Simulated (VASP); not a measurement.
## GaN: single point with LDA

The system is GaN.

```xyz
2
Lattice="0.0000 2.0904 2.0904 2.0904 0.0000 2.0904 2.0904 2.0904 0.0000" Properties=species:S:1:pos:R:3 pbc="T T T"
Ga    0.0000    0.0000    0.0000
N     2.0904    2.0904    2.0904
```

- Program: VASP 6.6.1
- Task: single point
- Functional: LDA
- Potentials or basis: VASP PAW LDA potentials, release 64 (Ga_d, N)
- Cutoff: 520 eV
- k mesh: 8 × 8 × 8
- Occupations: gaussian, width 0.01 eV
- Spin: no spin polarisation

The pressure is 1.4 GPa and the band gap on the k mesh is 0.64 eV (least direct gap 3.25 eV).

Levels at points of the mesh, in eV from the valence-band top:
```tsv
k point	band 6	band 7	band 8	band 9	band 10	band 11	band 12	band 13
(0.00, 0.00, 0.00)	-13.97	-0.55	-0.55	-0.55	2.71	14.86	14.86	14.86
(0.50, 0.00, 0.00)	-13.82	-8.50	-0.15	-0.15	4.82	9.10	9.10	9.68
(0.50, 0.50, 0.00)	-10.78	-7.42	-3.18	-3.18	0.64	7.81	12.12	14.71
```

It took 9 s on 1 thread of Intel(R) Xeon(R) Platinum 8259CL CPU @ 2.50GHz (Skylake/Cascade Lake), on a shared host, peak memory 0.13 GiB.

Caveat: semilocal functionals underestimate gaps, and a narrow one can read as zero. A k mesh can miss the band edges.
